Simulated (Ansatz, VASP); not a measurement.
One calculation of Rh, two programs

```
CELL_PARAMETERS angstrom
2.71573 0.00000 0.00000
-1.35787 2.35189 0.00000
0.00000 0.00000 4.39949
ATOMIC_POSITIONS crystal
Rh 0.25333 0.62667 0.19000
Rh 0.74667 0.37333 0.81000
```

Change from the starting cell: shortest bond scaled by 0.76, LAPW.

Alike in both runs: task single point; functional PBEsol; k mesh 13 × 13 × 7; occupations fermi-dirac, width 0.05 eV; no spin polarisation.

|  | VASP | Ansatz |
| --- | --- | --- |
| version | VASP 6.6.1 | Ansatz 0.2.0 |
| potentials or method | VASP PAW PBE potentials, release 64 (Rh_pv), cutoff 520 eV | all-electron LAPW, scalar-relativistic |

|  | VASP | Ansatz | Ansatz less VASP |
| --- | --- | --- | --- |
| pressure (GPa) | 47.4 | 45.7 | -1.78 |
| traceless stress, the component that is largest in VASP (GPa) | 38.64 | 36.56 | -2.081 |
| rms of the force components (eV/Å) | 6.730 | 6.484 | -0.2460 |

VASP's potentials were made for PBE, not for PBEsol. Atom by atom the forces differ by 0.251 eV/Å (rms over components). Both programs put the cell under a high pressure, so it lies far from rest at this level. Ansatz ran all-electron here, and VASP with PAW potentials.
